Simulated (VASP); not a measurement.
A run of VASP 6.6.1 is set up as follows.

The input POSCAR:

```
TiAl20
1.0
    5.7275650000      0.0000000000      0.0000000000
    0.0000000000      5.7275650000      0.0000000000
    0.0000000000      0.0000000000     21.1000000000
Al Ti
20 1
Direct
    0.0000000000      0.0000000000      0.0473934000
    0.5000000000      0.0000000000      0.0473934000
    0.0000000000      0.5000000000      0.0473934000
    0.5000000000      0.5000000000      0.0473934000
    0.2494686529      0.2501747512      0.1408504469
    0.7495557853      0.2503325873      0.1423180548
    0.2498224804      0.7501212383      0.1413355881
    0.7497729437      0.7504167171      0.1408509600
    0.0006775788     -0.0008666044      0.2373331688
    0.4977328252     -0.0008488574      0.2372812558
    0.0006487167      0.5020680680      0.2372882549
    0.4976135626      0.5022009286      0.2372966557
    0.2488903568      0.2511124303      0.3302471725
    0.7485756286      0.2511121855      0.3308634200
    0.2488028346      0.7509286529      0.3365494344
    0.7485591231      0.7508762372      0.3302434839
   -0.0100722506      0.0097779718      0.4249898027
    0.5072332909      0.0093904406      0.4251462229
   -0.0097536609      0.4924315187      0.4251137546
    0.5071534324      0.4925488732      0.4253168039
    0.2480748379      0.7514928826      0.4987342619
```

The input INCAR.step1:

```
SYSTEM = TiAl20
ALGO = Normal
EDIFF = 1E-4
ENCUT = 520
GGA = PE
ISMEAR = 0
LASPH = .True.
LCHARG = .False.
LREAL = Auto
LWAVE = .True.
NBANDS = 52
NELM = 80
PREC = Accurate
SIGMA = 0.1
```

File INCAR.step2:

```
SYSTEM = TiAl20
ALGO = Normal
EDIFF = 1E-6
ENCUT = 520
ISIF = 2
ISMEAR = 0
ISTART = 1
LASPH = .True.
LCHARG = .True.
LELF = .True.
LMIXTAU = .True.
LREAL = Auto
LVHAR = .True.
LWAVE = .False.
METAGGA = R2SCAN
NBANDS = 52
NELM = 80
PREC = Accurate
SIGMA = 0.1
```

KPOINTS

```
k-points
0
Gamma
  3 3 1
  0 0 0
```

Potentials or basis: VASP PAW PBE potentials, release 64 (Al, Ti_sv).

Command:

```console
$ cat potpaw_PBE.64/Al/POTCAR potpaw_PBE.64/Ti_sv/POTCAR > POTCAR
$ cp INCAR.step1 INCAR
$ mpirun -np 1 vasp_std > vasp.out
$ cp INCAR.step2 INCAR
$ mpirun -np 1 vasp_std > vasp.out
```

(1) Predict the largest force.

(2) What does it give for the band gap on the k mesh?

Answers

(1) 0.112 eV/Å.

(2) zero (bands 36 and 37 overlap by 0.19 eV).

Caveat: the k points lie up to 0.37 Å⁻¹ apart; there is no dipole correction, which matters where the two faces differ; the PAW data sets were made with another functional, which shifts forces and pressure a little.
